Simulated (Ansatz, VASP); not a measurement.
This is a calculation of ZnW2Se4 for Ansatz 0.2.0.

Contents of input.yaml:

```yaml
crystal:
  lattice:
    - [3.3331587814, 0.0, 0.0]
    - [-1.6665793906, 2.8866001795, 0.0]
    - [0.0, 0.0, 18.0769357282]
  atoms:
    - { symbol: W, position: [0.3333333333, 0.6666666667, 0.240429] }
    - { symbol: W, position: [0.0, 0.0, 0.774257] }
    - { symbol: Se, position: [0.0, 0.0, 0.334664] }
    - { symbol: Se, position: [0.3333333333, 0.6666666667, 0.680016] }
    - { symbol: Se, position: [0.3333333333, 0.6666666667, 0.868209] }
    - { symbol: Se, position: [0.0, 0.0, 0.146272] }
    - { symbol: Zn, position: [0.0, 0.0, 0.513154] }
hamiltonian:
  xc: pbe
  pseudopotentials: { kind: paw }
kpoints:
  mp_grid: { grid: [9, 9, 2] }
scf:
  occupations: { method: fermi_dirac, width: 0.05 }
output:
  forces: true
  stress: true
  eigenvalues: true
```

Potentials or basis: Ansatz PAW.

Run with:

```sh
$ ansatz run input.yaml --threads 4 --pin off --max-ram 10240MiB --backend cpu --events-out ev --progress --plain --runs-dir out
```

Q: Translate it to VASP 6.6.1. Potentials there: VASP PAW PBE potentials, release 64 (W_sv, Se, Zn).

A: As run (the cutoff follows the program's own potentials):

File INCAR:

```
SYSTEM = ZnW2Se4
ALGO = Normal
EDIFF = 1E-6
ENCUT = 520
GGA = PE
ISIF = 2
ISMEAR = -1
LASPH = .TRUE.
LCHARG = .FALSE.
LREAL = .FALSE.
LWAVE = .FALSE.
NBANDS = 41
NELM = 80
PREC = Accurate
SIGMA = 0.05
```

File KPOINTS:

```
k-points
0
G
  9 9 2
  0 0 0
```

File POSCAR:

```
ZnW2Se4
1.0
    3.3331587814      0.0000000000      0.0000000000
   -1.6665793906      2.8866001795      0.0000000000
    0.0000000000      0.0000000000     18.0769357282
W Se Zn
2 4 1
Direct
    0.3333333333      0.6666666667      0.2404290000
    0.0000000000      0.0000000000      0.7742570000
    0.0000000000      0.0000000000      0.3346640000
    0.3333333333      0.6666666667      0.6800160000
    0.3333333333      0.6666666667      0.8682090000
    0.0000000000      0.0000000000      0.1462720000
    0.0000000000      0.0000000000      0.5131540000
```

Potentials or basis: VASP PAW PBE potentials, release 64 (W_sv, Se, Zn).

Launch:

```console
$ cat potpaw_PBE.64/W_sv/POTCAR potpaw_PBE.64/Se/POTCAR potpaw_PBE.64/Zn/POTCAR > POTCAR
$ mpirun -np 1 vasp_std > vasp.out
```

Both were run:

|  | VASP | Ansatz | Ansatz less VASP |
| --- | --- | --- | --- |
| gap on the k mesh at the Fermi level (eV) | 0.32 | 0.32 | +0.001 |
| least direct gap on the mesh (eV) | 0.35 | 0.36 | +0.004 |
| pressure (GPa) | -2.0 | -2.2 | -0.19 |
| traceless stress, the component that is largest in VASP (GPa) | -0.11 | -0.16 | -0.050 |
| rms of the force components (eV/Å) | 0.175 | 0.192 | +0.0169 |

Atom by atom the forces differ by 0.017 eV/Å (rms over components). The functional is the same, so the differences come from potentials, cutoffs and numerics. VASP's potentials hold 64 valence electrons a cell and Ansatz's 104, so a difference there can come from the potentials and not from the codes.

Neither program's run includes spin-orbit coupling. Noted on Ansatz's run: odd divisions of the mesh miss points on the zone boundary, where band edges often lie, so the gap on the mesh can be too wide.
